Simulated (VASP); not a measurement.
Write the native input for VASP 6.6.1 that does the following.

```yaml
Task: electric field gradients
Functional: PBE
Potentials_or_basis: VASP PAW PBE potentials, release 64 (Tl_d)
Cutoff: 520 eV
k_mesh: 10 × 10 × 10
Occupations: fermi-dirac, width 0.05 eV
Spin: no spin polarisation
Dipole_correction: no
Further_INCAR_settings: ALGO = Normal; EDIFF = 1e-08; NBANDS = 12
```

The structure of Tl lies in POSCAR:

```
Tl
1.0
   -1.9410000000      1.9410000000      1.9410000000
    1.9410000000     -1.9410000000      1.9410000000
    1.9410000000      1.9410000000     -1.9410000000
Tl
1
Direct
    0.0000000000      0.0000000000      0.0000000000
```

These files were run (other wordings do the same):

INCAR

```
SYSTEM = Tl
PREC = Accurate ; ENCUT = 520
EDIFF = 1E-8 ; ISMEAR = -1
SIGMA = 0.05 ; LREAL = .False.
LASPH = .True. ; NELM = 80
ALGO = Normal ; ISIF = 2
LWAVE = .False. ; LCHARG = .False.
GGA = PE ; LEFG = .True.
NBANDS = 12
```

KPOINTS

```
regular mesh
0
Gamma
  10 10 10
  0 0 0
```

Potentials or basis: VASP PAW PBE potentials, release 64 (Tl_d).

Command:

```bash
$ cat potpaw_PBE.64/Tl_d/POTCAR > POTCAR
$ mpirun -np 1 vasp_std > vasp.out
```

It gave:

```
Pressure : 2.1 GPa
```

Caveat: without QUAD_EFG the Cq values of the log hold for a quadrupole moment of 1 mb, not for the nuclei.

Run time: 19 s on 1 thread of Intel Xeon 6975P-C (shared host), peak memory 0.16 GiB.
